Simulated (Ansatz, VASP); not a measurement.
# One calculation of Ga4SbAs3, two programs

```xyz
8
Lattice="5.7766 0.0000 0.0000 0.0000 -5.7766 0.0000 0.0000 0.0000 -5.7766" Properties=species:S:1:pos:R:3 pbc="T T T"
Ga   -0.0485   -2.9368   -2.9368
Ga    2.9368    0.0485   -2.9368
Ga    2.9368   -2.9368    0.0485
Ga   -0.0485    0.0485    0.0485
Sb    1.4441   -1.4441   -1.4441
As    4.3324   -4.3324   -1.4441
As    4.3324   -1.4441   -4.3324
As    1.4441   -4.3324   -4.3324
```

Alike in both runs: functional PBEsol; k mesh 6 × 6 × 6; occupations gaussian, width 0.1 eV; no spin polarisation.

Ansatz relaxed the structure, and its values are those at the end. VASP's run is a single point on that final structure, the one shown.

```csv
,VASP,Ansatz
version,VASP 6.6.1,Ansatz 0.2.0
potentials or method,"VASP PAW PBE potentials, release 64 (Ga_d, Sb, As), cutoff 520 eV","scalar-relativistic, plane waves, PAW"
valence electrons in the cell,72,112
```

VASP gave:

```
gap on the k mesh at the Fermi level (eV) : none
pressure (GPa)                            : 0.1
```

**Question.** What did Ansatz give for the same quantities?

**Answer.** gap on the k mesh at the Fermi level (eV): none; pressure (GPa): 0.0.

VASP's potentials were made for PBE, not for PBEsol. A gap of «none» marks a metal or a gap that the smearing closes. VASP's potentials hold 72 valence electrons a cell and Ansatz's 112, so a difference there can come from the potentials and not from the codes.

Spin-orbit coupling is off throughout.
